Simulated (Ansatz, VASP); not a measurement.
**Sn: VASP beside Ansatz**

```
Sn
1.0
     0.00000    3.10300    3.10300
     3.10300    0.00000    3.10300
     3.10300    3.10300    0.00000
Sn
2
Direct
  0.50000 0.50000 0.50000
  0.75000 0.75000 0.75000
```

Alike in both runs: task single point; functional LDA; k mesh 14 × 14 × 14; occupations fermi-dirac, width 0.1 eV; no spin polarisation.

|  | VASP | Ansatz |
| --- | --- | --- |
| version | VASP 6.6.1 | Ansatz 0.2.0 |
| potentials or method | VASP PAW LDA potentials, release 64 (Sn_d), cutoff 520 eV | plane waves (420 eV) with PAW, scalar-relativistic |
| valence electrons in the cell | 28 | 28 |

Ansatz gave:

| Property | Result |
| --- | --- |
| pressure (GPa) | 7.7 |

Task: Estimate VASP's values.

Result: Pressure (GPa): 7.8.

Ansatz warns that its potentials were made for another functional, while VASP's fit it. LDA's correlation is that of Perdew and Zunger in VASP and of Perdew and Wang (1992) in Ansatz.
